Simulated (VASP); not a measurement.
# CaO (rock salt type) in VASP: a series of runs

The runs below take CaO (rock salt type) through single point, with r2SCAN, PBE.

All numbers are computed with VASP 6.6.1; they aren't measurements. Logs are shortened: lines on timing, memory, paths and dates and some standing lists are left out, and cuts for length are marked.

### 1 The cell of the first run

Symmetry: Fm-3m, No. 225, cubic system. Conventional cell: a = 4.830 Å, b = 4.830 Å, c = 4.830 Å, α = 90.00°, β = 90.00°, γ = 90.00°. Within 3.2 Å of Ca (site symmetry m-3m) lie 6 O at 2.42 Å. Within 3.2 Å of O (site symmetry m-3m) lie 6 Ca at 2.42 Å.

### 2 Single point, r2SCAN

POSCAR

```
CaO
1.0
    0.0000000000      2.4150000000      2.4150000000
    2.4150000000      0.0000000000      2.4150000000
    2.4150000000      2.4150000000      0.0000000000
Ca O
1 1
Direct
    0.0000000000      0.0000000000      0.0000000000
    0.5000000000      0.5000000000      0.5000000000
```

INCAR.step1

```
PREC = Accurate
ENCUT = 520
ISMEAR = -1
SIGMA = 0.02
LREAL = F
LASPH = T
NELM = 80
NBANDS = 15
GGA = PE
ALGO = Normal
EDIFF = 1E-4
LWAVE = T
LCHARG = F
```

INCAR.step2

```
PREC = Accurate
ENCUT = 520
EDIFF = 1E-6
ISMEAR = -1
SIGMA = 0.02
LREAL = F
LASPH = T
NELM = 80
ALGO = Normal
ISIF = 2
LWAVE = F
LCHARG = F
METAGGA = R2SCAN
LMIXTAU = T
NBANDS = 15
ISTART = 1
```

KPOINTS

```
Automatic mesh
0
Gamma
  6 6 6
```

Potentials or basis: VASP PAW PBE potentials, release 64 (Ca_sv, O).

Started as:

```console
> cat potpaw_PBE.64/Ca_sv/POTCAR potpaw_PBE.64/O/POTCAR > POTCAR
> cp INCAR.step1 INCAR
> mpirun -np 1 vasp_std > vasp.out
> cp INCAR.step2 INCAR
> mpirun -np 1 vasp_std > vasp.out
```

OUTCAR:

```text
PREC = Accurate
   ENCUT = 520
   EDIFF = 1E-6
   ISMEAR = -1
   LREAL = F
   LASPH = T
   NELM = 80
   ISIF = 2
   METAGGA = R2SCAN
   ISTART = 1

 ion  position               nearest neighbor table
   1  0.000  0.000  0.000-   2 2.42   2 2.42   2 2.42   2 2.42   2 2.42   2 2.42
   2  0.500  0.500  0.500-   1 2.42   1 2.42   1 2.42   1 2.42   1 2.42   1 2.42

  LATTYP: Found a face centered cubic cell.
 ALAT       =     4.8300000000

  Lattice vectors:

 A1 = (   0.0000000000,   2.4150000000,   2.4150000000)
 A2 = (   2.4150000000,   0.0000000000,   2.4150000000)
 A3 = (   2.4150000000,   2.4150000000,   0.0000000000)

Analysis of symmetry for initial positions (statically):
=====================================================================
 Subroutine PRICEL returns:
 Original cell was already a primitive cell.

 Routine SETGRP: Setting up the symmetry group for a
 face centered cubic supercell.

 Subroutine GETGRP returns: Found 48 space group operations
 (whereof 48 operations were pure point group operations)
 out of a pool of 48 trial point group operations.

The static configuration has the point symmetry O_h .

Analysis of symmetry for dynamics (positions and initial velocities):
=====================================================================
 Subroutine PRICEL returns:
 Original cell was already a primitive cell.

 Routine SETGRP: Setting up the symmetry group for a
 face centered cubic supercell.

 Subroutine GETGRP returns: Found 48 space group operations
 (whereof 48 operations were pure point group operations)
 out of a pool of 48 trial point group operations.

The dynamic configuration has the point symmetry O_h .

 Subroutine INISYM returns: Found 48 space group operations
 (whereof 48 operations are pure point group operations),
 and found     1 'primitive' translations

----------------------------------------------------------------------------------------

                                     Primitive cell

  volume of cell :      28.1696

  direct lattice vectors                    reciprocal lattice vectors
     0.000000000  2.415000000  2.415000000    -0.207039337  0.207039337  0.207039337
     2.415000000  0.000000000  2.415000000     0.207039337 -0.207039337  0.207039337
     2.415000000  2.415000000  0.000000000     0.207039337  0.207039337 -0.207039337

  length of vectors
     3.415325753  3.415325753  3.415325753     0.358602652  0.358602652  0.358602652

  position of ions in fractional coordinates (direct lattice)
     0.000000000  0.000000000  0.000000000
     0.500000000  0.500000000  0.500000000

  ion indices of the primitive-cell ions
   primitive index   ion index
                 1           1
                 2           2

----------------------------------------------------------------------------------------

 KPOINTS: Automatic mesh

Automatic generation of k-mesh.
 Grid dimensions read from file:
 generate k-points for:    6    6    6

 Generating k-lattice:

  Cartesian coordinates                     Fractional coordinates (reciprocal lattice)
    -0.034506556  0.034506556  0.034506556     0.166666667  0.000000000  0.000000000
     0.034506556 -0.034506556  0.034506556     0.000000000  0.166666667  0.000000000
     0.034506556  0.034506556 -0.034506556     0.000000000  0.000000000  0.166666667

  Length of vectors
     0.059767109  0.059767109  0.059767109

  Shift w.r.t. Gamma in fractional coordinates (k-lattice)
     0.000000000  0.000000000  0.000000000

 Subroutine IBZKPT returns following result:
 ===========================================

 Found     16 irreducible k-points:

 Following reciprocal coordinates:
            Coordinates               Weight
  0.000000  0.000000  0.000000      1.000000
  0.166667  0.000000  0.000000      8.000000
  0.333333  0.000000  0.000000      8.000000
  0.500000  0.000000  0.000000      4.000000
  0.166667  0.166667  0.000000      6.000000
  0.333333  0.166667  0.000000     24.000000
[... 8 lines left out ...]
 -0.333333  0.333333  0.166667     24.000000
 -0.333333  0.500000  0.166667     12.000000
   k-points           NKPTS =     16   k-points in BZ     NKDIM =     16   number of bands    NBANDS=     15
   number of dos      NEDOS =    301   number of ions     NIONS =      2
   total plane-waves  NPLWV =  21952
   dimension x,y,z NGX =    28 NGY =   28 NGZ =   28
   dimension x,y,z NGXF=    56 NGYF=   56 NGZF=   56
   ions per type =               1   1
   NGX,Y,Z   is equivalent  to a cutoff of  13.63, 13.63, 13.63 a.u.
   NGXF,Y,Z  is equivalent  to a cutoff of  27.26, 27.26, 27.26 a.u.
 SYSTEM =  unknown system
   PREC   = accura    normal or accurate (medium, high low for compatibility)
   ISTART =      1    job   : 0-new  1-cont  2-samecut
   ICHARG =      0    charge: 1-file 2-atom 10-const
   ISPIN  =      1    spin polarized calculation?
   LNONCOLLINEAR =      F non collinear calculations
   LSORBIT =      F    spin-orbit coupling
   LASPH  =      T    aspherical Exc in radial PAW
   ENCUT  =  520.0 eV  38.22 Ry    6.18 a.u.   6.35  6.35  6.35*2*pi/ulx,y,z
   NELM   =     80;   NELMIN=  2; NELMDL=  0     # of ELM steps
   EDIFF  = 0.1E-05   stopping-criterion for ELM
   LREAL  =      F    real-space projection
   EDIFFG = 0.1E-04   stopping-criterion for IOM
   NSW    =      0    number of steps for IOM
   IBRION =     -1    ionic relax: 0-MD 1-quasi-New 2-CG
   NFREE  =      0    steps in history (QN), initial steepest desc. (CG)
   ISIF   =      2    stress and relaxation
   ISYM   =      2    0-nonsym 1-usesym 2-fastsym
   POTIM  = 0.5000    time-step for ionic-motion
   TEBEG  =    0.0;   TEEND  =   0.0 temperature during run
   PSTRESS=    0.0 pullay stress
   NELECT =      16.0000    total number of electrons
   NUPDOWN=      -1.0000    fix difference up-down
   EMIN   =  10.00;   EMAX   =-10.00  energy-range for DOS
   EFERMI =   0.00;   METHOD = LEGACY
   ISMEAR =    -1;   SIGMA  =   0.02  broadening in eV -4-tet -1-fermi 0-gaus
   EFERMI_NEDOS =   21; number of points for ismear=-14 and -15
   IALGO  =     38    algorithm
   IMIX   =      4    mixing-type and parameters
     AMIX     =   0.40;   BMIX     =  1.00
     AMIX_MAG =   1.60;   BMIX_MAG =  1.00
  volume/ion in A,a.u.               =      14.08        95.05
  Fermi-wavevector in a.u.,A,eV,Ry     =   1.355775  2.562044 25.009229  1.838126
  Thomas-Fermi vector in A             =   2.482834
   LORBIT       =      0    0 simple, 1 ext, 2 COOP (PROOUT), +10 PAW based schemes
   METAGGA = R2SCAN    functional components
   LHFCALC =     F    Hartree Fock is set to
   AEXX    =    0.0000 exact exchange contribution
   IVDW    =     0    specifies the selected vdW correction
   LEPSILON=     F    determine dielectric tensor
   LRPA    =     F    only Hartree local field effects (RPA)
 non-spin polarized calculation
  energy-cutoff  :      520.00
  volume of cell :       28.17
 maximum number of plane-waves:       769
 NGX is ok and might be reduce to    28
   NGX = 13   NGY = 13   NGZ = 13

 number of electron      15.9999999 magnetization

 Free energy of the ion-electron system (eV)
  ---------------------------------------------------
  ext. energy  EPLUGINS =         0.00000000
  ---------------------------------------------------
  free energy    TOTEN  =       -19.45279068 eV

  energy without entropy =      -19.45279068  energy(sigma->0) =      -19.45279068

 E-fermi :   2.3442     XC(G=0): -10.9972

 val. band max:        1.9336038150   @ k =   0.0000   0.0000   0.0000
 cond. band min:       6.1256461535   @ k =   0.5000   0.5000   0.0000
 fundamental gap:      4.1920423384
 Fermi energy:         2.3442188943

 k-point     1 :       0.0000    0.0000    0.0000
  band No.  band energies     occupation
      1     -37.1854      2.00000
      2     -17.0873      2.00000
      3     -17.0873      2.00000
      4     -17.0873      2.00000
      5     -14.5117      2.00000
      6       1.9336      2.00000
      7       1.9336      2.00000
      8       1.9336      2.00000
      9       7.2388      0.00000
     10       8.7492      0.00000
     11       8.7492      0.00000
     12       8.7492      0.00000
     13      10.3194      0.00000
     14      10.3194      0.00000
     15      17.6090      0.00000

 k-point     2 :       0.1667    0.0000    0.0000
  band No.  band energies     occupation
      1     -37.1619      2.00000
      2     -17.4474      2.00000
      3     -17.0996      2.00000
      4     -17.0996      2.00000
      5     -14.1346      2.00000
      6       1.1107      2.00000
      7       1.5974      2.00000
      8       1.5974      2.00000
      9       8.3420      0.00000
     10       8.7169      0.00000
     11       9.2105      0.00000
     12       9.2105      0.00000
     13      10.9391      0.00000
     14      10.9391      0.00000
     15      18.4722      0.00000

 k-point     3 :       0.3333    0.0000    0.0000
  band No.  band energies     occupation
      1     -37.1144      2.00000
      2     -17.9961      2.00000
      3     -17.1240      2.00000
      4     -17.1240      2.00000
      5     -13.5480      2.00000
      6      -0.1224      2.00000
      7       1.0200      2.00000
      8       1.0200      2.00000
      9       9.0421      0.00000
     10      10.2715      0.00000
     11      10.2715      0.00000
     12      10.2861      0.00000
     13      12.2266      0.00000
     14      12.2266      0.00000
     15      17.8631      0.00000
[... 199 lines left out ...]
 k-point    15 :      -0.3333    0.3333    0.1667
  band No.  band energies     occupation
      1     -37.0688      2.00000
      2     -17.8315      2.00000
      3     -17.3958      2.00000
      4     -17.2721      2.00000
      5     -13.7317      2.00000
      6       0.2513      2.00000
      7       0.8605      2.00000
      8       0.9449      2.00000
      9       9.0424      0.00000
     10       9.0438      0.00000
     11      11.2216      0.00000
     12      11.6358      0.00000
     13      12.6750      0.00000
     14      15.5178      0.00000
     15      16.5043      0.00000

 k-point    16 :      -0.3333    0.5000    0.1667
  band No.  band energies     occupation
      1     -37.0618      2.00000
      2     -17.5665      2.00000
      3     -17.4778      2.00000
      4     -17.3915      2.00000
      5     -13.9813      2.00000
      6       0.7311      2.00000
      7       0.8813      2.00000
      8       1.1411      2.00000
      9       7.5078      0.00000
     10      10.1944      0.00000
     11      10.8823      0.00000
     12      12.0714      0.00000
     13      12.2809      0.00000
     14      15.5744      0.00000
     15      16.4989      0.00000

------------------------ aborting loop because EDIFF is reached ----------------------------------------

  FORCE on cell =-STRESS in cart. coord.  units (eV):
  Direction    XX          YY          ZZ          XY          YZ          ZX
  --------------------------------------------------------------------------------------
  -------------------------------------------------------------------------------------
  Total       -0.2614062     -0.2614062     -0.2614062      0.0000000      0.0000000      0.0000000
  in kB      -14.8677427    -14.8677427    -14.8677427      0.0000000      0.0000000      0.0000000
  external PRESSURE =     -14.8677427 kB  Pullay stress =       0.0000000 kB

 VOLUME and BASIS-vectors are now :
 -----------------------------------------------------------------------------
  energy-cutoff  :      520.00
  volume of cell :       28.17
      direct lattice vectors                 reciprocal lattice vectors
     0.000000000  2.415000000  2.415000000    -0.207039337  0.207039337  0.207039337
     2.415000000  0.000000000  2.415000000     0.207039337 -0.207039337  0.207039337
     2.415000000  2.415000000  0.000000000     0.207039337  0.207039337 -0.207039337

 POSITION                                       TOTAL-FORCE (eV/Angst)
 -----------------------------------------------------------------------------------
      0.00000      0.00000      0.00000         0.000000      0.000000      0.000000
      2.41500      2.41500      2.41500         0.000000      0.000000     -0.000000
 -----------------------------------------------------------------------------------
    total drift:                                0.000000      0.000000      0.000000

  FREE ENERGIE OF THE ION-ELECTRON SYSTEM (eV)
  ---------------------------------------------------
  free  energy   TOTEN  =       -19.4527906821 eV

  energy  without entropy=      -19.4527906821  energy(sigma->0) =      -19.45279068
```

It took 18 s on 1 thread of Intel Xeon 6975P-C (Granite Rapids), shared host; peak memory 0.16 GiB.

Results:

```yaml
Free_energy: -19.4528 eV
Pressure: -1.5 GPa
Band_gap_on_the_k_mesh: 4.19 eV (least direct gap 4.57 eV)
```

Levels at points of the mesh, in eV from the valence-band top:
| k point | band 6 | band 7 | band 8 | band 9 | band 10 | band 11 |
| --- | --- | --- | --- | --- | --- | --- |
| (0.00, 0.00, 0.00) | 0.00 | 0.00 | 0.00 | 5.31 | 6.82 | 6.82 |
| (0.50, 0.00, 0.00) | -2.57 | -1.17 | -1.17 | 7.63 | 8.96 | 8.96 |
| (0.50, 0.50, 0.00) | -1.30 | -0.38 | -0.38 | 4.19 | 8.65 | 9.55 |

Caveat: the PAW data sets were made with another functional, which shifts forces and pressure a little. A k mesh can miss the band edges.

[end of part 1 of 2]
